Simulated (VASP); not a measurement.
Rb, 1 atom in the cell. It takes space group Pm-3m (No. 221, cubic). Conventional cell: a = 4.548 Å, b = 4.548 Å, c = 4.548 Å, α = 90.00°, β = 90.00°, γ = 90.00°. This isn't the form of Rb at room conditions, which is bcc.

```yaml
Program: VASP 6.6.1
Task: relaxation of cell and atoms
Functional: RPBE
Potentials_or_basis: VASP PAW PBE potentials, release 64 (Rb_sv)
Cutoff: 600 eV
k_mesh: 7 × 7 × 7
Occupations: fermi-dirac, width 0.1 eV
Spin: no spin polarisation
Dipole_correction: no
Further_INCAR_settings: ALGO = Normal; EDIFF = 1e-06; IBRION = 2; EDIFFG = -0.01; NSW = 80; ISIF = 3
```

Potentials or basis: VASP PAW PBE potentials, release 64 (Rb_sv).

Launch:

```sh
$ cat potpaw_PBE.64/Rb_sv/POTCAR > POTCAR
$ mpirun -np 1 vasp_std > vasp.out
```

Hardware: 1 thread of Intel(R) Xeon(R) Platinum 8488C (Sapphire Rapids), on a shared host.

Problem. Estimate the wall time of this run.

Solution. Run time: 37 s on 1 thread of Intel(R) Xeon(R) Platinum 8488C (Sapphire Rapids), with other jobs on the host, peak memory 0.21 GiB. Counts: scf iterations 34, k points 20, ion steps 4.
